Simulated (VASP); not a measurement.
# ZrNb2N4 (Cmmm) in VASP: single point with PBE

Aim: the single point of ZrNb2N4 with PBE.

Program: VASP 6.6.1. These are calculated values, not measurements. Logs are shortened: lines on timing, memory, paths and dates and some standing lists are left out, and cuts for length are marked.

### Step 1. The cell of the first run

The structure is orthorhombic, space group Cmmm (No. 65). The conventional cell has a = 6.216 Å, b = 8.566 Å, c = 3.178 Å, α = 90.00°, β = 90.00°, γ = 90.00°. Within 2.9 Å of Zr (site symmetry mmm) lie 6 N at 2.17 to 2.18 Å. Nb (site symmetry 2/m) has 6 N at 2.14 to 2.22 Å within 2.8 Å. N (site symmetry 2mm) has 2 Nb at 2.14 Å and 2 Zr at 2.17 Å within 2.8 Å. Within 2.9 Å of N (site symmetry m2m) lie 1 Zr at 2.18 Å and 4 Nb at 2.22 Å.

The cell was built from a structure type or drawn by symmetry, and may not be a known phase.

### Step 2. Single point, PBE

Input file INCAR:

```
PREC = Accurate
ENCUT = 520
EDIFF = 1E-6
ISMEAR = 0
SIGMA = 0.1
LREAL = False
LASPH = True
NELM = 100
ALGO = Normal
ISIF = 2
LWAVE = False
LCHARG = True
GGA = PE
LELF = True
LVHAR = True
NBANDS = 38
```

Input file KPOINTS:

```
regular mesh
0
Gamma
  6 6 10
```

Input file POSCAR:

```
ZrNb2N4
1.0
    3.1081680652     -4.2828700350      0.0000000000
    3.1081680652      4.2828700350      0.0000000000
    0.0000000000      0.0000000000      3.1777506120
Zr Nb N
1 2 4
Direct
    0.0000000000      0.0000000000      0.0000000000
    0.5000000000      0.0000000000      0.5000000000
    0.0000000000      0.5000000000      0.5000000000
    0.2384566251      0.2384566251      0.5000000000
    0.7615433749      0.7615433749      0.5000000000
    0.7457114519      0.2542885481      0.0000000000
    0.2542885481      0.7457114519      0.0000000000
```

Potentials or basis: VASP PAW PBE potentials, release 64 (Zr_sv, Nb_sv, N).

Run with:

```bash
cat potpaw_PBE.64/Zr_sv/POTCAR potpaw_PBE.64/Nb_sv/POTCAR potpaw_PBE.64/N/POTCAR > POTCAR
mpirun -np 1 vasp_std > vasp.out
```

OUTCAR:

```text
PREC = Accurate
   ENCUT = 520
   EDIFF = 1E-6
   ISMEAR = 0
   LREAL = False
   LASPH = True
   NELM = 100
   ISIF = 2
   GGA = PE

 ion  position               nearest neighbor table
   1  0.000  0.000  0.000-   4 2.17   5 2.17   4 2.17   5 2.17   6 2.18   7 2.18   2 3.09   3 3.09
                             2 3.09   3 3.09   3 3.09   3 3.09   2 3.09   2 3.09
   2  0.500  0.000  0.500-   4 2.14   5 2.14   6 2.22   7 2.22   6 2.22   7 2.22   1 3.09   1 3.09
                             1 3.09   1 3.09
   3  0.000  0.500  0.500-   4 2.14   5 2.14   6 2.22   7 2.22   6 2.22   7 2.22   1 3.09   1 3.09
                             1 3.09   1 3.09
   4  0.238  0.238  0.500-   2 2.14   3 2.14   1 2.17   1 2.17
   5  0.762  0.762  0.500-   2 2.14   3 2.14   1 2.17   1 2.17
   6  0.746  0.254  0.000-   1 2.18   2 2.22   3 2.22   2 2.22   3 2.22
   7  0.254  0.746  0.000-   1 2.18   2 2.22   3 2.22   2 2.22   3 2.22

  LATTYP: Found a base centered orthorhombic cell.
 ALAT       =     6.2163361304
 B/A-ratio  =     1.3779402996
 C/A-ratio  =     0.5111934981

  Lattice vectors:

 A1 = (   3.1081680652,  -4.2828700350,   0.0000000000)
 A2 = (   3.1081680652,   4.2828700350,   0.0000000000)
 A3 = (   0.0000000000,   0.0000000000,   3.1777506120)

Analysis of symmetry for initial positions (statically):
=====================================================================
 Subroutine PRICEL returns:
 Original cell was already a primitive cell.

 Routine SETGRP: Setting up the symmetry group for a
 base centered orthorhombic supercell.

 Subroutine GETGRP returns: Found  8 space group operations
 (whereof  8 operations were pure point group operations)
 out of a pool of  8 trial point group operations.

The static configuration has the point symmetry D_2h.

Analysis of symmetry for dynamics (positions and initial velocities):
=====================================================================
 Subroutine PRICEL returns:
 Original cell was already a primitive cell.

 Routine SETGRP: Setting up the symmetry group for a
 base centered orthorhombic supercell.

 Subroutine GETGRP returns: Found  8 space group operations
 (whereof  8 operations were pure point group operations)
 out of a pool of  8 trial point group operations.

The dynamic configuration has the point symmetry D_2h.

 Subroutine INISYM returns: Found  8 space group operations
 (whereof  8 operations are pure point group operations),
 and found     1 'primitive' translations

----------------------------------------------------------------------------------------

                                     Primitive cell

  volume of cell :      84.6037

  direct lattice vectors                    reciprocal lattice vectors
     3.108168065 -4.282870035  0.000000000     0.160866462 -0.116744145  0.000000000
     3.108168065  4.282870035  0.000000000     0.160866462  0.116744145  0.000000000
     0.000000000  0.000000000  3.177750612     0.000000000  0.000000000  0.314688005

  length of vectors
     5.291850759  5.291850759  3.177750612     0.198764217  0.198764217  0.314688005

  position of ions in fractional coordinates (direct lattice)
     0.000000000  0.000000000  0.000000000
     0.500000000  1.000000000  0.500000000
     1.000000000  0.500000000  0.500000000
     0.238456625  0.238456625  0.500000000
     0.761543375  0.761543375  0.500000000
     0.745711452  0.254288548  0.000000000
     0.254288548  0.745711452  0.000000000

  ion indices of the primitive-cell ions
   primitive index   ion index
                 1           1
                 2           2
                 3           3
                 4           4
                 5           5
                 6           6
                 7           7

----------------------------------------------------------------------------------------

 KPOINTS: regular mesh

Automatic generation of k-mesh.
 Grid dimensions read from file:
 generate k-points for:    6    6   10

 Generating k-lattice:

  Cartesian coordinates                     Fractional coordinates (reciprocal lattice)
     0.026811077 -0.019457357  0.000000000     0.166666667  0.000000000  0.000000000
     0.026811077  0.019457357  0.000000000     0.000000000  0.166666667  0.000000000
     0.000000000  0.000000000  0.031468800     0.000000000  0.000000000  0.100000000

  Length of vectors
     0.033127370  0.033127370  0.031468800

  Shift w.r.t. Gamma in fractional coordinates (k-lattice)
     0.000000000  0.000000000  0.000000000

 Subroutine IBZKPT returns following result:
 ===========================================

 Found     78 irreducible k-points:

 Following reciprocal coordinates:
            Coordinates               Weight
  0.000000  0.000000  0.000000      1.000000
  0.166667  0.000000  0.000000      4.000000
  0.333333  0.000000  0.000000      4.000000
  0.500000  0.000000  0.000000      2.000000
  0.166667  0.166667  0.000000      2.000000
  0.333333  0.166667  0.000000      4.000000
[... 16 lines left out ...]
  0.333333  0.333333  0.100000      4.000000
  0.500000  0.333333  0.100000      8.000000
 [... further k-points ...]
   k-points           NKPTS =     78   k-points in BZ     NKDIM =     78   number of bands    NBANDS=     38
   number of dos      NEDOS =    301   number of ions     NIONS =      7
   total plane-waves  NPLWV =  38400
   dimension x,y,z NGX =    40 NGY =   40 NGZ =   24
   dimension x,y,z NGXF=    80 NGYF=   80 NGZF=   48
   ions per type =               1   2   4
   NGX,Y,Z   is equivalent  to a cutoff of  12.57, 12.57, 12.56 a.u.
   NGXF,Y,Z  is equivalent  to a cutoff of  25.13, 25.13, 25.11 a.u.
 SYSTEM =  unknown system
   PREC   = accura    normal or accurate (medium, high low for compatibility)
   ISTART =      0    job   : 0-new  1-cont  2-samecut
   ICHARG =      2    charge: 1-file 2-atom 10-const
   ISPIN  =      1    spin polarized calculation?
   LNONCOLLINEAR =      F non collinear calculations
   LSORBIT =      F    spin-orbit coupling
   LASPH  =      T    aspherical Exc in radial PAW
   ENCUT  =  520.0 eV  38.22 Ry    6.18 a.u.   9.84  9.84  5.91*2*pi/ulx,y,z
   NELM   =    100;   NELMIN=  2; NELMDL= -5     # of ELM steps
   EDIFF  = 0.1E-05   stopping-criterion for ELM
   LREAL  =      F    real-space projection
   EDIFFG = 0.1E-04   stopping-criterion for IOM
   NSW    =      0    number of steps for IOM
   IBRION =     -1    ionic relax: 0-MD 1-quasi-New 2-CG
   NFREE  =      0    steps in history (QN), initial steepest desc. (CG)
   ISIF   =      2    stress and relaxation
   ISYM   =      2    0-nonsym 1-usesym 2-fastsym
   POTIM  = 0.5000    time-step for ionic-motion
   TEBEG  =    0.0;   TEEND  =   0.0 temperature during run
   PSTRESS=    0.0 pullay stress
   NELECT =      58.0000    total number of electrons
   NUPDOWN=      -1.0000    fix difference up-down
   EMIN   =  10.00;   EMAX   =-10.00  energy-range for DOS
   EFERMI =   0.00;   METHOD = LEGACY
   ISMEAR =     0;   SIGMA  =   0.10  broadening in eV -4-tet -1-fermi 0-gaus
   EFERMI_NEDOS =   21; number of points for ismear=-14 and -15
   IALGO  =     38    algorithm
   IMIX   =      4    mixing-type and parameters
     AMIX     =   0.40;   BMIX     =  1.00
     AMIX_MAG =   1.60;   BMIX_MAG =  1.00
  volume/ion in A,a.u.               =      12.09        81.56
  Fermi-wavevector in a.u.,A,eV,Ry     =   1.443514  2.727847 28.350917  2.083734
  Thomas-Fermi vector in A             =   2.561913
   LORBIT       =      0    0 simple, 1 ext, 2 COOP (PROOUT), +10 PAW based schemes
   GGA     = PE    functional components
   LHFCALC =     F    Hartree Fock is set to
   AEXX    =    0.0000 exact exchange contribution
   IVDW    =     0    specifies the selected vdW correction
   LEPSILON=     F    determine dielectric tensor
   LRPA    =     F    only Hartree local field effects (RPA)
 non-spin polarized calculation
 Gauss-broadening in eV      SIGMA  =   0.10
  energy-cutoff  :      520.00
  volume of cell :       84.60
 maximum number of plane-waves:      2309
   NGX = 19   NGY = 19   NGZ = 11

 number of electron      58.0000000 magnetization

 Free energy of the ion-electron system (eV)
  ---------------------------------------------------
  ext. energy  EPLUGINS =         0.00000000
  ---------------------------------------------------
  free energy    TOTEN  =       -69.56860850 eV

  energy without entropy =      -69.55542378  energy(sigma->0) =      -69.56201614

 E-fermi :   9.4560     XC(G=0): -11.9636

 val. band max:        9.4392216290   @ k =   0.3333   0.3333   0.2000
 cond. band min:       9.4577492845   @ k =   0.0000   0.0000   0.3000
 fundamental gap:      0.0185276555
 Fermi energy:         9.4560219169

 k-point     1 :       0.0000    0.0000    0.0000
  band No.  band energies     occupation
      1     -46.6736      2.00000
      2     -46.6294      2.00000
      3     -39.0966      2.00000
      4     -23.1145      2.00000
      5     -22.7555      2.00000
      6     -22.6775      2.00000
[... 30 lines left out ...]
     37      12.8161      0.00000
     38      14.0656      0.00000

 k-point     2 :       0.1667    0.0000    0.0000
  band No.  band energies     occupation
      1     -46.6706      2.00000
      2     -46.6324      2.00000
      3     -39.0970      2.00000
      4     -23.0799      2.00000
      5     -22.7608      2.00000
      6     -22.6731      2.00000
[... 30 lines left out ...]
     37      12.8253      0.00000
     38      13.9006      0.00000

 k-point     3 :       0.3333    0.0000    0.0000
  band No.  band energies     occupation
      1     -46.6625      2.00000
      2     -46.6404      2.00000
      3     -39.0977      2.00000
      4     -22.9882      2.00000
      5     -22.7898      2.00000
      6     -22.6606      2.00000
[... 30 lines left out ...]
     37      13.4333      0.00000
     38      13.6586      0.00000

 k-point     4 :       0.5000    0.0000    0.0000
  band No.  band energies     occupation
      1     -46.6516      2.00000
      2     -46.6514      2.00000
      3     -39.0981      2.00000
      4     -22.8875      2.00000
      5     -22.8581      2.00000
      6     -22.6407      2.00000
[... 30 lines left out ...]
     37      13.6100      0.00000
     38      13.8065      0.00000
[... 703 lines left out ...]
      4     -23.0965      2.00000
      5     -22.7359      2.00000
      6     -22.6800      2.00000
[... 30 lines left out ...]
     37      12.9909      0.00000
     38      13.6938      0.00000

 k-point    23 :       0.3333    0.3333    0.1000
  band No.  band energies     occupation
      1     -46.6585      2.00000
      2     -46.6380      2.00000
      3     -39.0925      2.00000
      4     -22.9663      2.00000
      5     -22.7661      2.00000
      6     -22.6818      2.00000
[... 30 lines left out ...]
     37      12.8556      0.00000
     38      13.5056      0.00000

 k-point    24 :       0.5000    0.3333    0.1000
  band No.  band energies     occupation
      1     -46.6664      2.00000
      2     -46.6300      2.00000
      3     -39.0928      2.00000
      4     -23.0490      2.00000
      5     -22.7146      2.00000
      6     -22.6946      2.00000
[... 30 lines left out ...]
     37      12.9453      0.00000
     38      13.4060      0.00000

 [... further k-points ...]

------------------------ aborting loop because EDIFF is reached ----------------------------------------

  FORCE on cell =-STRESS in cart. coord.  units (eV):
  Direction    XX          YY          ZZ          XY          YZ          ZX
  --------------------------------------------------------------------------------------
  -------------------------------------------------------------------------------------
  Total       -0.1106948     -0.0843624     -0.0843178      0.0000000      0.0000000      0.0000000
  in kB       -2.0962776     -1.5976075     -1.5967631      0.0000000      0.0000000      0.0000000
  external PRESSURE =      -1.7635494 kB  Pullay stress =       0.0000000 kB

 VOLUME and BASIS-vectors are now :
 -----------------------------------------------------------------------------
  energy-cutoff  :      520.00
  volume of cell :       84.60
      direct lattice vectors                 reciprocal lattice vectors
     3.108168065 -4.282870035  0.000000000     0.160866462 -0.116744145  0.000000000
     3.108168065  4.282870035  0.000000000     0.160866462  0.116744145  0.000000000
     0.000000000  0.000000000  3.177750612     0.000000000  0.000000000  0.314688005

 POSITION                                       TOTAL-FORCE (eV/Angst)
 -----------------------------------------------------------------------------------
      0.00000      0.00000      0.00000        -0.000000      0.000000      0.000000
      1.55408     -2.14144      1.58888        -0.000000      0.000000      0.000000
      1.55408      2.14144      1.58888        -0.000000      0.000000      0.000000
      1.48233      0.00000      1.58888         0.019042      0.000000     -0.000000
      4.73401      0.00000      1.58888        -0.019042      0.000000      0.000000
      3.10817     -2.10470      0.00000        -0.000000      0.011903      0.000000
      3.10817      2.10470      0.00000        -0.000000     -0.011903      0.000000
 -----------------------------------------------------------------------------------
    total drift:                               -0.000000     -0.000000     -0.000000

  FREE ENERGIE OF THE ION-ELECTRON SYSTEM (eV)
  ---------------------------------------------------
  free  energy   TOTEN  =       -69.5686085036 eV

  energy  without entropy=      -69.5554237771  energy(sigma->0) =      -69.56201614
```

Wall time 5.6 min (1 thread of Intel Xeon 8259CL, shared host); peak memory 0.34 GiB.

What came out:

| Quantity | Value |
| --- | --- |
| Free energy | -69.5686 eV |
| Pressure | -0.2 GPa |
| Largest force | 0.019 eV/Å |
| Band gap on the k mesh | zero (bands 29 and 30 overlap by 2.86 eV) |

Forces in eV/Å, atoms in the order of the input:
```
Zr   0.000  0.000  0.000
Nb   0.000  0.000  0.000
Nb   0.000  0.000  0.000
N    0.019  0.000  0.000
N   -0.019  0.000  0.000
N    0.000  0.012  0.000
N    0.000 -0.012  0.000
```
